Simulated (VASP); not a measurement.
Wanted: the native input for a VASP 6.6.1 run.

| Quantity | Value |
| --- | --- |
| Task | single point |
| Functional | PBE |
| Potentials or basis | VASP PAW PBE potentials, release 64 (Hf_pv, Ge_d, W_sv) |
| Cutoff | 520 eV |
| k mesh | 4 × 4 × 4 |
| Occupations | gaussian, width 0.1 eV |
| Spin | no spin polarisation |
| Dipole correction | no |
| Further INCAR settings | ALGO = Normal; EDIFF = 1e-06; NBANDS = 49 |

The structure of HfGe3W2 lies in POSCAR:

```
HfGe3W2
1.0
    2.8769602000     -4.6845300200      0.0000000000
    2.8769602000      4.6845300200      0.0000000000
    0.0000000000      0.0000000000      4.3186035400
Hf Ge W
1 3 2
Direct
    0.5000000000      0.5000000000      0.0000000000
    0.1558577600      0.8441422400      0.0000000000
    0.8441422400      0.1558577600      0.0000000000
    0.0000000000      0.0000000000      0.5000000000
    0.0000000000      0.5000000000      0.5000000000
    0.5000000000      0.0000000000      0.5000000000
```

The cell was built from a structure type or drawn by symmetry, and may not be a known phase.

One way to write it, as run:

INCAR

```
SYSTEM = HfGe3W2
ALGO = Normal
EDIFF = 1E-6
ENCUT = 520
GGA = PE
ISIF = 2
ISMEAR = 0
LASPH = .TRUE.
LCHARG = .FALSE.
LREAL = .FALSE.
LWAVE = .FALSE.
NBANDS = 49
NELM = 80
PREC = Accurate
SIGMA = 0.1
```

KPOINTS

```
k-points
0
G
  4 4 4
  0 0 0
```

Potentials or basis: VASP PAW PBE potentials, release 64 (Hf_pv, Ge_d, W_sv).

Command:

```console
$ cat potpaw_PBE.64/Hf_pv/POTCAR potpaw_PBE.64/Ge_d/POTCAR potpaw_PBE.64/W_sv/POTCAR > POTCAR
$ mpirun -np 1 vasp_std > vasp.out
```

Results of the run:

```json
{
  "Pressure": "-12.7 GPa",
  "Largest force": "1.314 eV/Å",
  "Band gap on the k mesh": "zero (bands 40 and 41 overlap by 0.46 eV)"
}
```

Caveat: the k points lie up to 0.36 Å⁻¹ apart; spin-orbit coupling is left out, which moves the levels of the heavy elements; forces of over 1 eV/Å act on the atoms, so gaps and moduli don't describe the material at rest.

Wall time 4.3 min on 1 thread of Intel Xeon 8259CL (shared host), peak memory 0.29 GiB.
